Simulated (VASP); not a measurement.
A run of VASP 6.6.1:

File INCAR:

```
  PREC = Accurate
  ENCUT = 520
  EDIFF = 1E-6
  ISMEAR = 0
  SIGMA = 0.15
  LREAL = F
  LASPH = T
  NELM = 80
  ALGO = Fast
  ISIF = 2
  LWAVE = F
  LCHARG = F
  GGA = PS
  NBANDS = 12
```

The input KPOINTS:

```
regular mesh
0
Gamma
  22 22 22
```

POSCAR

```
Ta
1.0
   -1.3737920556      1.3737920556      2.1510836006
    1.3737920556     -1.3737920556      2.1510836006
    1.3737920556      1.3737920556     -2.1510836006
Ta
1
Direct
    0.0000000000      0.0000000000      0.0000000000
```

Potentials or basis: VASP PAW PBE potentials, release 64 (Ta_pv).

Launch:

```console
$ cat potpaw_PBE.64/Ta_pv/POTCAR > POTCAR
$ mpirun -np 1 vasp_std > vasp.out
```

Hardware: 1 thread of Intel Xeon 8259CL (shared host).

Problem. How long does it take, and how much memory?

Solution. It took 3 min on 1 thread of Intel Xeon 8259CL, with other jobs on the host, peak memory 0.27 GiB. Counts: scf iterations 12, k points 834.
